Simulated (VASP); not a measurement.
# Cu3N (Pm-3m) in VASP: a series of runs

The runs below take Cu3N through single point, relaxation of cell and atoms, with PBE.

All numbers are computed with VASP 6.6.1; they aren't measurements. Logs are shortened: lines on timing, memory, paths and dates and some standing lists are left out, and cuts for length are marked.

## 1. The cell of the first run

The structure is cubic, space group Pm-3m (No. 221). The conventional cell has a = 3.827 Å, b = 3.827 Å, c = 3.827 Å, α = 90.00°, β = 90.00°, γ = 90.00°. Cu (site symmetry 4/mmm) has 2 N at 1.91 Å within 2.5 Å. Within 2.5 Å of N (site symmetry m-3m) lie 6 Cu at 1.91 Å.

## 2. Single point, PBE

The input, INCAR:

```
PREC     = Accurate       # precision mode
ENCUT    = 600            # plane-wave cutoff, eV
EDIFF    = 1E-6           # SCF threshold, eV
ISMEAR   = 0              # smearing method
SIGMA    = 0.01           # smearing width, eV
LREAL    = False          # projectors in reciprocal space
LASPH    = True           # aspherical terms in the spheres
NELM     = 120            # most SCF steps
ALGO     = Normal         # electronic algorithm
ISIF     = 2              # what is computed and relaxed
LWAVE    = False          # write WAVECAR
LCHARG   = False          # write CHGCAR
GGA      = PE             # functional
NBANDS   = 27             # bands
GGA_COMPAT= False
```

The input, KPOINTS:

```
regular mesh
0
Gamma
  10 10 10
```

The input, POSCAR:

```
Cu3N
1.0
    3.8272904608      0.0000000000      0.0000000000
    0.0000000000      3.8272904608      0.0000000000
    0.0000000000      0.0000000000      3.8272904608
Cu N
3 1
Direct
    0.5000000000      0.0000000000      0.0000000000
    0.0000000000      0.5000000000      0.0000000000
    0.0000000000      0.0000000000      0.5000000000
    0.0000000000      0.0000000000      0.0000000000
```

Potentials or basis: VASP PAW PBE potentials, release 64 (Cu, N).

Started as:

```
> cat potpaw_PBE.64/Cu/POTCAR potpaw_PBE.64/N/POTCAR > POTCAR
> mpirun -np 1 vasp_std > vasp.out
```

OUTCAR:

```text
PREC = Accurate
   ENCUT = 600
   EDIFF = 1E-6
   ISMEAR = 0
   LREAL = False
   LASPH = True
   NELM = 120
   ISIF = 2
   GGA = PE

 ion  position               nearest neighbor table
   1  0.500  0.000  0.000-   4 1.91   4 1.91   2 2.71   3 2.71   2 2.71   2 2.71   3 2.71   3 2.71
                             3 2.71   2 2.71
   2  0.000  0.500  0.000-   4 1.91   4 1.91   1 2.71   3 2.71   1 2.71   3 2.71   3 2.71   3 2.71
                             1 2.71   1 2.71
   3  0.000  0.000  0.500-   4 1.91   4 1.91   1 2.71   1 2.71   2 2.71   2 2.71   2 2.71   2 2.71
                             1 2.71   1 2.71
   4  0.000  0.000  0.000-   1 1.91   2 1.91   3 1.91   3 1.91   2 1.91   1 1.91

  LATTYP: Found a simple cubic cell.
 ALAT       =     3.8272904608

  Lattice vectors:

 A1 = (   3.8272904608,   0.0000000000,   0.0000000000)
 A2 = (   0.0000000000,   3.8272904608,   0.0000000000)
 A3 = (   0.0000000000,   0.0000000000,   3.8272904608)

Analysis of symmetry for initial positions (statically):
=====================================================================
 Subroutine PRICEL returns:
 Original cell was already a primitive cell.

 Routine SETGRP: Setting up the symmetry group for a
 simple cubic supercell.

 Subroutine GETGRP returns: Found 48 space group operations
 (whereof 48 operations were pure point group operations)
 out of a pool of 48 trial point group operations.

The static configuration has the point symmetry O_h .

Analysis of symmetry for dynamics (positions and initial velocities):
=====================================================================
 Subroutine PRICEL returns:
 Original cell was already a primitive cell.

 Routine SETGRP: Setting up the symmetry group for a
 simple cubic supercell.

 Subroutine GETGRP returns: Found 48 space group operations
 (whereof 48 operations were pure point group operations)
 out of a pool of 48 trial point group operations.

The dynamic configuration has the point symmetry O_h .

 Subroutine INISYM returns: Found 48 space group operations
 (whereof 48 operations are pure point group operations),
 and found     1 'primitive' translations

----------------------------------------------------------------------------------------

                                     Primitive cell

  volume of cell :      56.0627

  direct lattice vectors                    reciprocal lattice vectors
     3.827290461  0.000000000  0.000000000     0.261281450  0.000000000  0.000000000
     0.000000000  3.827290461  0.000000000     0.000000000  0.261281450  0.000000000
     0.000000000  0.000000000  3.827290461     0.000000000  0.000000000  0.261281450

  length of vectors
     3.827290461  3.827290461  3.827290461     0.261281450  0.261281450  0.261281450

  position of ions in fractional coordinates (direct lattice)
     0.500000000  0.000000000  0.000000000
     0.000000000  0.500000000  0.000000000
     0.000000000  0.000000000  0.500000000
     0.000000000  0.000000000  0.000000000

  ion indices of the primitive-cell ions
   primitive index   ion index
                 1           1
                 2           2
                 3           3
                 4           4

----------------------------------------------------------------------------------------

 KPOINTS: regular mesh

Automatic generation of k-mesh.
 Grid dimensions read from file:
 generate k-points for:   10   10   10

 Generating k-lattice:

  Cartesian coordinates                     Fractional coordinates (reciprocal lattice)
     0.026128145  0.000000000  0.000000000     0.100000000  0.000000000  0.000000000
     0.000000000  0.026128145  0.000000000     0.000000000  0.100000000  0.000000000
     0.000000000  0.000000000  0.026128145     0.000000000  0.000000000  0.100000000

  Length of vectors
     0.026128145  0.026128145  0.026128145

  Shift w.r.t. Gamma in fractional coordinates (k-lattice)
     0.000000000  0.000000000  0.000000000

 Subroutine IBZKPT returns following result:
 ===========================================

 Found     56 irreducible k-points:

 Following reciprocal coordinates:
            Coordinates               Weight
  0.000000  0.000000  0.000000      1.000000
  0.100000  0.000000  0.000000      6.000000
  0.200000  0.000000  0.000000      6.000000
  0.300000  0.000000  0.000000      6.000000
  0.400000  0.000000  0.000000      6.000000
  0.500000  0.000000  0.000000      3.000000
[... 16 lines left out ...]
  0.200000  0.100000  0.100000     24.000000
  0.300000  0.100000  0.100000     24.000000
 [... further k-points ...]
   k-points           NKPTS =     56   k-points in BZ     NKDIM =     56   number of bands    NBANDS=     27
   number of dos      NEDOS =    301   number of ions     NIONS =      4
   total plane-waves  NPLWV =  32768
   dimension x,y,z NGX =    32 NGY =   32 NGZ =   32
   dimension x,y,z NGXF=    64 NGYF=   64 NGZF=   64
   ions per type =               3   1
   NGX,Y,Z   is equivalent  to a cutoff of  13.90, 13.90, 13.90 a.u.
   NGXF,Y,Z  is equivalent  to a cutoff of  27.80, 27.80, 27.80 a.u.
 SYSTEM =  unknown system
   PREC   = accura    normal or accurate (medium, high low for compatibility)
   ISTART =      0    job   : 0-new  1-cont  2-samecut
   ICHARG =      2    charge: 1-file 2-atom 10-const
   ISPIN  =      1    spin polarized calculation?
   LNONCOLLINEAR =      F non collinear calculations
   LSORBIT =      F    spin-orbit coupling
   LASPH  =      T    aspherical Exc in radial PAW
   ENCUT  =  600.0 eV  44.10 Ry    6.64 a.u.   7.64  7.64  7.64*2*pi/ulx,y,z
   NELM   =    120;   NELMIN=  2; NELMDL= -5     # of ELM steps
   EDIFF  = 0.1E-05   stopping-criterion for ELM
   LREAL  =      F    real-space projection
   EDIFFG = 0.1E-04   stopping-criterion for IOM
   NSW    =      0    number of steps for IOM
   IBRION =     -1    ionic relax: 0-MD 1-quasi-New 2-CG
   NFREE  =      0    steps in history (QN), initial steepest desc. (CG)
   ISIF   =      2    stress and relaxation
   ISYM   =      2    0-nonsym 1-usesym 2-fastsym
   POTIM  = 0.5000    time-step for ionic-motion
   TEBEG  =    0.0;   TEEND  =   0.0 temperature during run
   PSTRESS=    0.0 pullay stress
   NELECT =      38.0000    total number of electrons
   NUPDOWN=      -1.0000    fix difference up-down
   EMIN   =  10.00;   EMAX   =-10.00  energy-range for DOS
   EFERMI =   0.00;   METHOD = LEGACY
   ISMEAR =     0;   SIGMA  =   0.01  broadening in eV -4-tet -1-fermi 0-gaus
   EFERMI_NEDOS =   21; number of points for ismear=-14 and -15
   IALGO  =     38    algorithm
   IMIX   =      4    mixing-type and parameters
     AMIX     =   0.40;   BMIX     =  1.00
     AMIX_MAG =   1.60;   BMIX_MAG =  1.00
  volume/ion in A,a.u.               =      14.02        94.58
  Fermi-wavevector in a.u.,A,eV,Ry     =   1.438063  2.717545 28.137195  2.068025
  Thomas-Fermi vector in A             =   2.557071
   LORBIT       =      0    0 simple, 1 ext, 2 COOP (PROOUT), +10 PAW based schemes
   GGA     = PE    functional components
   LHFCALC =     F    Hartree Fock is set to
   AEXX    =    0.0000 exact exchange contribution
   IVDW    =     0    specifies the selected vdW correction
   LEPSILON=     F    determine dielectric tensor
   LRPA    =     F    only Hartree local field effects (RPA)
 non-spin polarized calculation
 Gauss-broadening in eV      SIGMA  =   0.01
  energy-cutoff  :      600.00
  volume of cell :       56.06
 maximum number of plane-waves:      1888
 NGX is ok and might be reduce to    32
   NGX = 15   NGY = 15   NGZ = 15

 number of electron      37.9999975 magnetization

 Free energy of the ion-electron system (eV)
  ---------------------------------------------------
  ext. energy  EPLUGINS =         0.00000000
  ---------------------------------------------------
  free energy    TOTEN  =       -18.39190189 eV

  energy without entropy =      -18.39190189  energy(sigma->0) =      -18.39190189

 E-fermi :   4.8485     XC(G=0): -10.7366

 val. band max:        4.8005095943   @ k =   0.5000   0.5000   0.5000
 cond. band min:       5.0469900312   @ k =   0.5000   0.5000   0.0000
 fundamental gap:      0.2464804369
 Fermi energy:         4.8484866981

 k-point     1 :       0.0000    0.0000    0.0000
  band No.  band energies     occupation
      1     -11.9198      2.00000
      2      -0.3616      2.00000
      3       0.1048      2.00000
      4       0.1048      2.00000
      5       0.1048      2.00000
      6       1.0100      2.00000
[... 19 lines left out ...]
     26      16.9830      0.00000
     27      16.9831      0.00000

 k-point     2 :       0.1000    0.0000    0.0000
  band No.  band energies     occupation
      1     -11.8839      2.00000
      2      -0.5079      2.00000
      3      -0.0461      2.00000
      4      -0.0075      2.00000
      5      -0.0075      2.00000
      6       1.0203      2.00000
[... 19 lines left out ...]
     26      16.3785      0.00000
     27      16.5191      0.00000

 k-point     3 :       0.2000    0.0000    0.0000
  band No.  band energies     occupation
      1     -11.7869      2.00000
      2      -1.1710      2.00000
      3      -0.2241      2.00000
      4      -0.2241      2.00000
      5       0.0793      2.00000
      6       1.0479      2.00000
[... 19 lines left out ...]
     26      15.1574      0.00000
     27      15.6399      0.00000

 k-point     4 :       0.3000    0.0000    0.0000
  band No.  band energies     occupation
      1     -11.6607      2.00000
      2      -1.8855      2.00000
      3      -0.4221      2.00000
      4      -0.4221      2.00000
      5       0.3888      2.00000
      6       1.0837      2.00000
[... 19 lines left out ...]
     26      14.2541      0.00000
     27      14.8151      0.00000
[... 516 lines left out ...]
      4      -0.4391      2.00000
      5       0.1230      2.00000
      6       1.1475      2.00000
[... 19 lines left out ...]
     26      15.2259      0.00000
     27      15.2259      0.00000

 k-point    23 :       0.2000    0.1000    0.1000
  band No.  band energies     occupation
      1     -11.7147      2.00000
      2      -1.2214      2.00000
      3      -0.6449      2.00000
      4      -0.5966      2.00000
      5       0.2697      2.00000
      6       1.1734      2.00000
[... 19 lines left out ...]
     26      14.1800      0.00000
     27      14.7779      0.00000

 k-point    24 :       0.3000    0.1000    0.1000
  band No.  band energies     occupation
      1     -11.5881      2.00000
      2      -1.9177      2.00000
      3      -0.7637      2.00000
      4      -0.7555      2.00000
      5       0.5462      2.00000
      6       1.2155      2.00000
[... 19 lines left out ...]
     26      13.9809      0.00000
     27      15.0215      0.00000

 [... further k-points ...]
[... 5 lines left out ...]
  --------------------------------------------------------------------------------------
  -------------------------------------------------------------------------------------
  Total        0.2693104      0.2693104      0.2693104     -0.0000000      0.0000000     -0.0000000
  in kB        7.6964334      7.6964334      7.6964334     -0.0000000      0.0000000     -0.0000000
  external PRESSURE =       7.6964334 kB  Pullay stress =       0.0000000 kB

 VOLUME and BASIS-vectors are now :
 -----------------------------------------------------------------------------
  energy-cutoff  :      600.00
  volume of cell :       56.06
      direct lattice vectors                 reciprocal lattice vectors
     3.827290461  0.000000000  0.000000000     0.261281450  0.000000000  0.000000000
     0.000000000  3.827290461  0.000000000     0.000000000  0.261281450  0.000000000
     0.000000000  0.000000000  3.827290461     0.000000000  0.000000000  0.261281450

 POSITION                                       TOTAL-FORCE (eV/Angst)
 -----------------------------------------------------------------------------------
      1.91365      0.00000      0.00000         0.000000      0.000000      0.000000
      0.00000      1.91365      0.00000         0.000000      0.000000      0.000000
      0.00000      0.00000      1.91365         0.000000      0.000000      0.000000
      0.00000      0.00000      0.00000         0.000000      0.000000      0.000000
 -----------------------------------------------------------------------------------
    total drift:                                0.000000      0.000000     -0.000000

  FREE ENERGIE OF THE ION-ELECTRON SYSTEM (eV)
  ---------------------------------------------------
  free  energy   TOTEN  =       -18.3919018860 eV

  energy  without entropy=      -18.3919018860  energy(sigma->0) =      -18.39190189
```

It took 77 s on 1 thread of Intel Xeon Platinum 8259CL at 2.50GHz (Skylake/Cascade Lake), shared host; peak memory 0.22 GiB.

What came out:

* Free energy: -18.3919 eV
* Pressure: 0.8 GPa
* Band gap on the k mesh: 0.25 eV, indirect (least direct gap 0.79 eV)

Levels at points of the mesh, in eV from the valence-band top:
```tsv
k point	band 16	band 17	band 18	band 19	band 20	band 21	band 22	band 23
(0.00, 0.00, 0.00)	-1.79	-1.79	-1.79	-1.76	0.97	5.25	5.25	6.60
(0.50, 0.00, 0.00)	-2.14	-1.79	-1.38	-1.38	1.54	3.33	6.71	7.19
(0.50, 0.50, 0.00)	-2.10	-1.05	-1.05	-0.67	0.25	3.53	4.81	4.81
(0.50, 0.50, 0.50)	-1.83	0.00	0.00	0.00	0.87	0.87	0.87	6.15
```

## 3. Relaxation of cell and atoms, PBE

This run uses another cell than the first one, of 13.79 Å³/atom, 0.984 times its volume.

The input, INCAR:

```
  PREC = Accurate
  ENCUT = 600
  EDIFF = 1E-7
  ISMEAR = 0
  SIGMA = 0.01
  LREAL = F
  LASPH = T
  NELM = 120
  ALGO = Normal
  ISIF = 3
  LWAVE = F
  LCHARG = F
  GGA = PE
  IBRION = 2
  NSW = 100
  EDIFFG = -0.005
  GGA_COMPAT = F
  NELMIN = 4
```

The input, KPOINTS:

```
Automatic mesh
0
Gamma
  10 10 10
```

The input, POSCAR:

```
Cu3N
1.0
    3.8070000000      0.0000000000      0.0000000000
    0.0000000000      3.8070000000      0.0000000000
    0.0000000000      0.0000000000      3.8070000000
Cu N
3 1
Direct
    0.5000000000      0.0000000000      0.0000000000
    0.0000000000      0.5000000000      0.0000000000
    0.0000000000      0.0000000000      0.5000000000
    0.0000000000      0.0000000000      0.0000000000
```

Potentials or basis: VASP PAW PBE potentials, release 64 (Cu, N).

Started as:

```
> cat potpaw_PBE.64/Cu/POTCAR potpaw_PBE.64/N/POTCAR > POTCAR
> mpirun -np 1 vasp_std > vasp.out
```

Wall time 3.4 min (1 thread of Intel Xeon Platinum 8259CL at 2.50GHz (Skylake/Cascade Lake), shared host); peak memory 0.22 GiB.

The run converged. Its results:

```
Free energy                            : -18.3917 eV
Relaxed volume                         : 14.08 Å³/atom
Relaxed cell                           : a = 3.833 Å, b = 3.833 Å, c = 3.833 Å, α = 90.00°, β = 90.00°, γ = 90.00°
Space group after relaxing (to 0.05 Å) : Pm-3m (No. 221)
Energy gained by relaxing              : 2.2 meV/atom
Ionic steps                            : 3
Pressure after relaxing                : 0.0 GPa
Band gap on the k mesh                 : 0.26 eV, indirect (least direct gap 0.80 eV)
```

Step by step:
| step | energy change (eV) | largest force (eV/Å) | pressure (GPa) | volume (Å³) |
| --- | --- | --- | --- | --- |
| 1 | 0.0000 | 0.0000 | 2.48 | 55.18 |
| 2 | -0.0068 | 0.0000 | -1.13 | 56.90 |
| 3 | -0.0088 | 0.0000 | 0.00 | 56.33 |

Final structure:
```yaml
crystal:
  lattice:
    - [3.83339, 0.00000, 0.00000]
    - [0.00000, 3.83339, 0.00000]
    - [0.00000, 0.00000, 3.83339]
  atoms:
    - { symbol: Cu, position: [0.50000, 0.00000, 0.00000] }
    - { symbol: Cu, position: [0.00000, 0.50000, 0.00000] }
    - { symbol: Cu, position: [0.00000, 0.00000, 0.50000] }
    - { symbol: N, position: [0.00000, 0.00000, 0.00000] }
```

Levels at points of the mesh, in eV from the valence-band top:
| k point | band 15 | band 16 | band 17 | band 18 | band 19 | band 20 | band 21 | band 22 | band 23 |
| --- | --- | --- | --- | --- | --- | --- | --- | --- | --- |
| (0.00, 0.00, 0.00) | -2.29 | -1.78 | -1.78 | -1.78 | -1.74 | 0.96 | 5.23 | 5.23 | 6.59 |
| (0.50, 0.00, 0.00) | -2.28 | -2.12 | -1.78 | -1.37 | -1.37 | 1.53 | 3.32 | 6.68 | 7.18 |
| (0.50, 0.50, 0.00) | -2.34 | -2.09 | -1.04 | -1.04 | -0.66 | 0.26 | 3.51 | 4.80 | 4.80 |
| (0.50, 0.50, 0.50) | -1.82 | -1.82 | 0.00 | 0.00 | 0.00 | 0.88 | 0.88 | 0.88 | 6.15 |

A k mesh can miss the band edges. PBE usually gives volumes a little too large and moduli too small.
